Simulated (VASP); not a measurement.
# Ni (Fm-3m) in VASP: further runs

Runs on Ni. Level: RPBE. Tasks: single point.

Program: VASP 6.6.1. These are calculated values, not measurements. Logs are shortened: lines on timing, memory, paths and dates and some standing lists are left out, and cuts for length are marked.

## 1. The cell of the first run

It takes space group Fm-3m (No. 225, cubic). Conventional cell: a = 3.548 Å, b = 3.548 Å, c = 3.548 Å, α = 90.00°, β = 90.00°, γ = 90.00°. Within 3.3 Å of Ni (site symmetry m-3m) lie 12 Ni at 2.51 Å.

## 2. Single point, RPBE

INCAR

```
SYSTEM = Ni
ALGO = Normal
EDIFF = 1E-6
ENCUT = 520
GGA = RP
ISIF = 2
ISMEAR = -1
LASPH = .True.
LCHARG = .True.
LELF = .True.
LREAL = .False.
LVHAR = .True.
LWAVE = .False.
NBANDS = 11
NELM = 100
PREC = Accurate
SIGMA = 0.1
```

KPOINTS

```
k-points
0
Gamma
  25 25 25
  0 0 0
```

POSCAR

```
Ni
1.0
    0.0000000000      1.7740934967      1.7740934967
    1.7740934967      0.0000000000      1.7740934967
    1.7740934967      1.7740934967      0.0000000000
Ni
1
Direct
    0.0000000000      0.0000000000      0.0000000000
```

Potentials or basis: VASP PAW PBE potentials, release 64 (Ni).

Started as:

```sh
$ cat potpaw_PBE.64/Ni/POTCAR > POTCAR
$ mpirun -np 1 vasp_std > vasp.out
```

OUTCAR:

```text
SYSTEM = Ni
   EDIFF = 1E-6
   ENCUT = 520
   GGA = RP
   ISIF = 2
   ISMEAR = -1
   LASPH = .True.
   LREAL = .False.
   NELM = 100
   PREC = Accurate

 ion  position               nearest neighbor table
   1  0.000  0.000  0.000-

  LATTYP: Found a face centered cubic cell.
 ALAT       =     3.5481869934

  Lattice vectors:

 A1 = (   0.0000000000,   1.7740934967,   1.7740934967)
 A2 = (   1.7740934967,   0.0000000000,   1.7740934967)
 A3 = (   1.7740934967,   1.7740934967,   0.0000000000)

Analysis of symmetry for initial positions (statically):
=====================================================================
 Subroutine PRICEL returns:
 Original cell was already a primitive cell.

 Routine SETGRP: Setting up the symmetry group for a
 face centered cubic supercell.

 Subroutine GETGRP returns: Found 48 space group operations
 (whereof 48 operations were pure point group operations)
 out of a pool of 48 trial point group operations.

The static configuration has the point symmetry O_h .

Analysis of symmetry for dynamics (positions and initial velocities):
=====================================================================
 Subroutine PRICEL returns:
 Original cell was already a primitive cell.

 Routine SETGRP: Setting up the symmetry group for a
 face centered cubic supercell.

 Subroutine GETGRP returns: Found 48 space group operations
 (whereof 48 operations were pure point group operations)
 out of a pool of 48 trial point group operations.

The dynamic configuration has the point symmetry O_h .

 Subroutine INISYM returns: Found 48 space group operations
 (whereof 48 operations are pure point group operations),
 and found     1 'primitive' translations

----------------------------------------------------------------------------------------

                                     Primitive cell

  volume of cell :      11.1676

  direct lattice vectors                    reciprocal lattice vectors
     0.000000000  1.774093497  1.774093497    -0.281834075  0.281834075  0.281834075
     1.774093497  0.000000000  1.774093497     0.281834075 -0.281834075  0.281834075
     1.774093497  1.774093497  0.000000000     0.281834075  0.281834075 -0.281834075

  length of vectors
     2.508947084  2.508947084  2.508947084     0.488150938  0.488150938  0.488150938

  position of ions in fractional coordinates (direct lattice)
     0.000000000  0.000000000  0.000000000

  ion indices of the primitive-cell ions
   primitive index   ion index
                 1           1

----------------------------------------------------------------------------------------

 KPOINTS: k-points

Automatic generation of k-mesh.
 Grid dimensions read from file:
 generate k-points for:   25   25   25

 Generating k-lattice:

  Cartesian coordinates                     Fractional coordinates (reciprocal lattice)
    -0.011273363  0.011273363  0.011273363     0.040000000  0.000000000  0.000000000
     0.011273363 -0.011273363  0.011273363     0.000000000  0.040000000  0.000000000
     0.011273363  0.011273363 -0.011273363     0.000000000  0.000000000  0.040000000

  Length of vectors
     0.019526038  0.019526038  0.019526038

  Shift w.r.t. Gamma in fractional coordinates (k-lattice)
     0.000000000  0.000000000  0.000000000

 Subroutine IBZKPT returns following result:
 ===========================================

 Found    455 irreducible k-points:

 Following reciprocal coordinates:
            Coordinates               Weight
  0.000000  0.000000  0.000000      1.000000
  0.040000  0.000000  0.000000      8.000000
  0.080000  0.000000  0.000000      8.000000
  0.120000  0.000000  0.000000      8.000000
  0.160000  0.000000  0.000000      8.000000
  0.200000  0.000000  0.000000      8.000000
[... 16 lines left out ...]
  0.400000  0.040000  0.000000     24.000000
  0.440000  0.040000  0.000000     24.000000
 [... further k-points ...]
   k-points           NKPTS =    455   k-points in BZ     NKDIM =    455   number of bands    NBANDS=     11
   number of dos      NEDOS =    301   number of ions     NIONS =      1
   total plane-waves  NPLWV =   8000
   dimension x,y,z NGX =    20 NGY =   20 NGZ =   20
   dimension x,y,z NGXF=    40 NGYF=   40 NGZF=   40
   ions per type =               1
   NGX,Y,Z   is equivalent  to a cutoff of  13.25, 13.25, 13.25 a.u.
   NGXF,Y,Z  is equivalent  to a cutoff of  26.50, 26.50, 26.50 a.u.
 SYSTEM =  Ni
   PREC   = accura    normal or accurate (medium, high low for compatibility)
   ISTART =      0    job   : 0-new  1-cont  2-samecut
   ICHARG =      2    charge: 1-file 2-atom 10-const
   ISPIN  =      1    spin polarized calculation?
   LNONCOLLINEAR =      F non collinear calculations
   LSORBIT =      F    spin-orbit coupling
   LASPH  =      T    aspherical Exc in radial PAW
   ENCUT  =  520.0 eV  38.22 Ry    6.18 a.u.   4.66  4.66  4.66*2*pi/ulx,y,z
   NELM   =    100;   NELMIN=  2; NELMDL= -5     # of ELM steps
   EDIFF  = 0.1E-05   stopping-criterion for ELM
   LREAL  =      F    real-space projection
   EDIFFG = 0.1E-04   stopping-criterion for IOM
   NSW    =      0    number of steps for IOM
   IBRION =     -1    ionic relax: 0-MD 1-quasi-New 2-CG
   NFREE  =      0    steps in history (QN), initial steepest desc. (CG)
   ISIF   =      2    stress and relaxation
   ISYM   =      2    0-nonsym 1-usesym 2-fastsym
   POTIM  = 0.5000    time-step for ionic-motion
   TEBEG  =    0.0;   TEEND  =   0.0 temperature during run
   PSTRESS=    0.0 pullay stress
   NELECT =      10.0000    total number of electrons
   NUPDOWN=      -1.0000    fix difference up-down
   EMIN   =  10.00;   EMAX   =-10.00  energy-range for DOS
   EFERMI =   0.00;   METHOD = LEGACY
   ISMEAR =    -1;   SIGMA  =   0.10  broadening in eV -4-tet -1-fermi 0-gaus
   EFERMI_NEDOS =   21; number of points for ismear=-14 and -15
   IALGO  =     38    algorithm
   IMIX   =      4    mixing-type and parameters
     AMIX     =   0.40;   BMIX     =  1.00
     AMIX_MAG =   1.60;   BMIX_MAG =  1.00
  volume/ion in A,a.u.               =      11.17        75.36
  Fermi-wavevector in a.u.,A,eV,Ry     =   1.577932  2.981859 33.876737  2.489870
  Thomas-Fermi vector in A             =   2.678540
   LORBIT       =      0    0 simple, 1 ext, 2 COOP (PROOUT), +10 PAW based schemes
   GGA     = RP    functional components
   LHFCALC =     F    Hartree Fock is set to
   AEXX    =    0.0000 exact exchange contribution
   IVDW    =     0    specifies the selected vdW correction
   LEPSILON=     F    determine dielectric tensor
   LRPA    =     F    only Hartree local field effects (RPA)
 non-spin polarized calculation
  energy-cutoff  :      520.00
  volume of cell :       11.17
 maximum number of plane-waves:       312
   NGX =  9   NGY =  9   NGZ =  9

 number of electron      10.0000008 magnetization

 Free energy of the ion-electron system (eV)
  ---------------------------------------------------
  ext. energy  EPLUGINS =         0.00000000
  ---------------------------------------------------
  free energy    TOTEN  =        -4.94349199 eV

  energy without entropy =       -4.85385457  energy(sigma->0) =       -4.89867328

 E-fermi :   8.9923     XC(G=0): -12.9764

 val. band max:        8.9918789385   @ k =   0.4400   0.3600   0.0000
 cond. band min:       8.9966997921   @ k =  -0.4800   0.2800   0.0000
 fundamental gap:      0.0048208536
 Fermi energy:         8.9922662737

 k-point     1 :       0.0000    0.0000    0.0000
  band No.  band energies     occupation
      1       0.3185      2.00000
      2       7.1962      2.00000
      3       7.1962      2.00000
      4       7.1962      2.00000
      5       8.2410      1.99891
      6       8.2410      1.99891
      7      32.5219      0.00000
      8      36.3309      0.00000
      9      36.3309      0.00000
     10      36.3309      0.00000
     11      39.2373      0.00000

 k-point     2 :       0.0400    0.0000    0.0000
  band No.  band energies     occupation
      1       0.3800      2.00000
      2       7.1794      2.00000
      3       7.2101      2.00000
      4       7.2101      2.00000
      5       8.2348      1.99897
      6       8.2348      1.99897
      7      32.3527      0.00000
      8      35.3431      0.00000
      9      36.1697      0.00000
     10      36.1697      0.00000
     11      39.4713      0.00000

 k-point     3 :       0.0800    0.0000    0.0000
  band No.  band energies     occupation
      1       0.5635      2.00000
      2       7.1315      2.00000
      3       7.2493      2.00000
      4       7.2493      2.00000
      5       8.2191      1.99912
      6       8.2191      1.99912
      7      31.5515      0.00000
      8      34.1074      0.00000
      9      35.7986      0.00000
     10      35.7986      0.00000
     11      40.0405      0.00000

 k-point     4 :       0.1200    0.0000    0.0000
  band No.  band energies     occupation
      1       0.8650      2.00000
      2       7.0593      2.00000
      3       7.3047      2.00000
      4       7.3047      2.00000
      5       8.2025      1.99926
      6       8.2025      1.99926
      7      29.8971      0.00000
      8      33.5666      0.00000
      9      35.3702      0.00000
     10      35.3702      0.00000
     11      40.3596      0.00000
[... 239 lines left out ...]
 k-point    22 :       0.3600    0.0400    0.0000
  band No.  band energies     occupation
      1       3.9998      2.00000
      2       7.0954      2.00000
      3       7.2510      2.00000
      4       7.3013      2.00000
      5       8.6577      1.93193
      6       8.7252      1.87049
      7      19.0274      0.00000
      8      31.4098      0.00000
      9      32.4696      0.00000
     10      34.5977      0.00000
     11      37.0709      0.00000

 k-point    23 :       0.4000    0.0400    0.0000
  band No.  band energies     occupation
      1       4.3915      2.00000
      2       7.1900      2.00000
      3       7.2495      2.00000
      4       7.4959      2.00000
      5       8.8341      1.65900
      6       8.8548      1.59624
      7      17.4436      0.00000
      8      31.1378      0.00000
      9      32.4594      0.00000
     10      34.0275      0.00000
     11      36.8843      0.00000

 k-point    24 :       0.4400    0.0400    0.0000
  band No.  band energies     occupation
      1       4.6174      2.00000
      2       7.1485      2.00000
      3       7.2072      2.00000
      4       7.9708      1.99993
      5       8.9123      1.37971
      6       9.0895      0.54869
      7      16.1015      0.00000
      8      30.9239      0.00000
      9      32.5548      0.00000
     10      33.5191      0.00000
     11      36.8334      0.00000

 [... further k-points ...]

------------------------ aborting loop because EDIFF is reached ----------------------------------------

  FORCE on cell =-STRESS in cart. coord.  units (eV):
  Direction    XX          YY          ZZ          XY          YZ          ZX
  --------------------------------------------------------------------------------------
  -------------------------------------------------------------------------------------
  Total        0.0194580      0.0194580      0.0194580      0.0000000      0.0000000     -0.0000000
  in kB        2.7915764      2.7915764      2.7915764      0.0000000      0.0000000     -0.0000000
  external PRESSURE =       2.7915764 kB  Pullay stress =       0.0000000 kB

 VOLUME and BASIS-vectors are now :
 -----------------------------------------------------------------------------
  energy-cutoff  :      520.00
  volume of cell :       11.17
      direct lattice vectors                 reciprocal lattice vectors
     0.000000000  1.774093497  1.774093497    -0.281834075  0.281834075  0.281834075
     1.774093497  0.000000000  1.774093497     0.281834075 -0.281834075  0.281834075
     1.774093497  1.774093497  0.000000000     0.281834075  0.281834075 -0.281834075

 POSITION                                       TOTAL-FORCE (eV/Angst)
 -----------------------------------------------------------------------------------
      0.00000      0.00000      0.00000         0.000000      0.000000      0.000000
 -----------------------------------------------------------------------------------
    total drift:                                0.000000      0.000000      0.000000

  FREE ENERGIE OF THE ION-ELECTRON SYSTEM (eV)
  ---------------------------------------------------
  free  energy   TOTEN  =        -4.9434919909 eV

  energy  without entropy=       -4.8538545711  energy(sigma->0) =       -4.89867328
```

Run time: 20 s. Hardware: 1 thread of Intel Xeon 6975P-C (Granite Rapids), shared host; peak memory 0.16 GiB.

Results:

```yaml
Free_energy: -4.9435 eV
Pressure: 0.3 GPa
Band_gap_on_the_k_mesh: zero (band 5 reaches 9.12 eV, above the bottom of band 6 at 8.20 eV)
```

Levels at points of the mesh, in eV from the Fermi level:
| k point | band 3 | band 4 | band 5 | band 6 | band 7 | band 8 |
| --- | --- | --- | --- | --- | --- | --- |
| (0.00, 0.00, 0.00) | -1.80 | -1.80 | -0.75 | -0.75 | 23.53 | 27.34 |

Caveat: the PAW data sets were made with another functional, which shifts forces and pressure a little; the run has no spin polarisation, though such a crystal can be magnetic. Spin polarisation is off, so any magnetic state and its effect on volume and gap are missing.

## 3. Single point, RPBE

INCAR

```
ALGO = Normal
EDIFF = 1E-6
ENCUT = 520
GGA = RP
ISIF = 2
ISMEAR = -1
LASPH = T
LCHARG = F
LREAL = F
LWAVE = F
NBANDS = 11
NELM = 80
PREC = Accurate
SIGMA = 0.1
```

KPOINTS

```
k-points
0
Gamma
  25 25 25
```

POSCAR is that of step 2.

Potentials or basis: VASP PAW PBE potentials, release 64 (Ni).

Started as:

```sh
$ cat potpaw_PBE.64/Ni/POTCAR > POTCAR
$ mpirun -np 1 vasp_std > vasp.out
```

OUTCAR:

```text
EDIFF = 1E-6
   ENCUT = 520
   GGA = RP
   ISIF = 2
   ISMEAR = -1
   LASPH = T
   LREAL = F
   NELM = 80
   PREC = Accurate

 ion  position               nearest neighbor table
   1  0.000  0.000  0.000-

  LATTYP: Found a face centered cubic cell.
 ALAT       =     3.5481869934

  Lattice vectors:

 A1 = (   0.0000000000,   1.7740934967,   1.7740934967)
 A2 = (   1.7740934967,   0.0000000000,   1.7740934967)
 A3 = (   1.7740934967,   1.7740934967,   0.0000000000)

Analysis of symmetry for initial positions (statically):
=====================================================================
 Subroutine PRICEL returns:
 Original cell was already a primitive cell.

 Routine SETGRP: Setting up the symmetry group for a
 face centered cubic supercell.

 Subroutine GETGRP returns: Found 48 space group operations
 (whereof 48 operations were pure point group operations)
 out of a pool of 48 trial point group operations.

The static configuration has the point symmetry O_h .

Analysis of symmetry for dynamics (positions and initial velocities):
=====================================================================
 Subroutine PRICEL returns:
 Original cell was already a primitive cell.

 Routine SETGRP: Setting up the symmetry group for a
 face centered cubic supercell.

 Subroutine GETGRP returns: Found 48 space group operations
 (whereof 48 operations were pure point group operations)
 out of a pool of 48 trial point group operations.

The dynamic configuration has the point symmetry O_h .

 Subroutine INISYM returns: Found 48 space group operations
 (whereof 48 operations are pure point group operations),
 and found     1 'primitive' translations

----------------------------------------------------------------------------------------

[... 112 lines left out ...]
  Fermi-wavevector in a.u.,A,eV,Ry     =   1.577932  2.981859 33.876737  2.489870
  Thomas-Fermi vector in A             =   2.678540
   LORBIT       =      0    0 simple, 1 ext, 2 COOP (PROOUT), +10 PAW based schemes
   GGA     = RP    functional components
   LHFCALC =     F    Hartree Fock is set to
   AEXX    =    0.0000 exact exchange contribution
   IVDW    =     0    specifies the selected vdW correction
   LEPSILON=     F    determine dielectric tensor
   LRPA    =     F    only Hartree local field effects (RPA)
 non-spin polarized calculation
  energy-cutoff  :      520.00
  volume of cell :       11.17
 maximum number of plane-waves:       312
   NGX =  9   NGY =  9   NGZ =  9

 number of electron      10.0000008 magnetization

 Free energy of the ion-electron system (eV)
  ---------------------------------------------------
  ext. energy  EPLUGINS =         0.00000000
  ---------------------------------------------------
  free energy    TOTEN  =        -4.94349199 eV

  energy without entropy =       -4.85385457  energy(sigma->0) =       -4.89867328

 E-fermi :   8.9923     XC(G=0): -12.9764

 val. band max:        8.9918789385   @ k =   0.4400   0.3600   0.0000
 cond. band min:       8.9966997921   @ k =  -0.4800   0.2800   0.0000
 fundamental gap:      0.0048208536
 Fermi energy:         8.9922662737

 k-point     1 :       0.0000    0.0000    0.0000
  band No.  band energies     occupation
      1       0.3185      2.00000
      2       7.1962      2.00000
      3       7.1962      2.00000
      4       7.1962      2.00000
      5       8.2410      1.99891
      6       8.2410      1.99891
      7      32.5219      0.00000
      8      36.3309      0.00000
      9      36.3309      0.00000
     10      36.3309      0.00000
     11      39.2373      0.00000
[... 309 lines left out ...]
 k-point    24 :       0.4400    0.0400    0.0000
  band No.  band energies     occupation
      1       4.6174      2.00000
      2       7.1485      2.00000
      3       7.2072      2.00000
      4       7.9708      1.99993
      5       8.9123      1.37971
      6       9.0895      0.54869
      7      16.1015      0.00000
      8      30.9239      0.00000
      9      32.5548      0.00000
     10      33.5191      0.00000
     11      36.8334      0.00000

 [... further k-points ...]

------------------------ aborting loop because EDIFF is reached ----------------------------------------

  FORCE on cell =-STRESS in cart. coord.  units (eV):
  Direction    XX          YY          ZZ          XY          YZ          ZX
  --------------------------------------------------------------------------------------
  -------------------------------------------------------------------------------------
  Total        0.0194580      0.0194580      0.0194580      0.0000000      0.0000000     -0.0000000
  in kB        2.7915764      2.7915764      2.7915764      0.0000000      0.0000000     -0.0000000
  external PRESSURE =       2.7915764 kB  Pullay stress =       0.0000000 kB

 VOLUME and BASIS-vectors are now :
 -----------------------------------------------------------------------------
  energy-cutoff  :      520.00
  volume of cell :       11.17
      direct lattice vectors                 reciprocal lattice vectors
     0.000000000  1.774093497  1.774093497    -0.281834075  0.281834075  0.281834075
     1.774093497  0.000000000  1.774093497     0.281834075 -0.281834075  0.281834075
     1.774093497  1.774093497  0.000000000     0.281834075  0.281834075 -0.281834075

 POSITION                                       TOTAL-FORCE (eV/Angst)
 -----------------------------------------------------------------------------------
      0.00000      0.00000      0.00000         0.000000      0.000000      0.000000
 -----------------------------------------------------------------------------------
    total drift:                                0.000000      0.000000      0.000000

  FREE ENERGIE OF THE ION-ELECTRON SYSTEM (eV)
  ---------------------------------------------------
  free  energy   TOTEN  =        -4.9434919909 eV

  energy  without entropy=       -4.8538545711  energy(sigma->0) =       -4.89867328
```

stdout:

```text
POSCAR found type information on POSCAR Ni
 POSCAR found :  1 types and       1 ions
 scaLAPACK will be used
 -----------------------------------------------------------------------------
|                                                                             |
|                                                                             |
|     You enforced a specific xc type in the INCAR file but a different       |
|     I HOPE YOU KNOW WHAT YOU ARE DOING!                                     |
|                                                                             |
 -----------------------------------------------------------------------------

 LDA part: xc-table for (Slater+PW92), standard interpolation
 POSCAR, INCAR and KPOINTS ok, starting setup
 FFT: planning ... GRIDC
 FFT: planning ... GRID_SOFT
 FFT: planning ... GRID
 WAVECAR not read
 entering main loop
```

Run time: 19 s. Hardware: 1 thread of Intel Xeon 6975P-C (Granite Rapids), shared host; peak memory 0.17 GiB.

Results:

* Free energy: -4.9435 eV
* Pressure: 0.3 GPa
* Band gap on the k mesh: zero (band 5 reaches 9.12 eV, above the bottom of band 6 at 8.20 eV)

Caveat: the PAW data sets were made with another functional, which shifts forces and pressure a little; the run has no spin polarisation, though such a crystal can be magnetic.

(Part 1 of 2 ends here.)
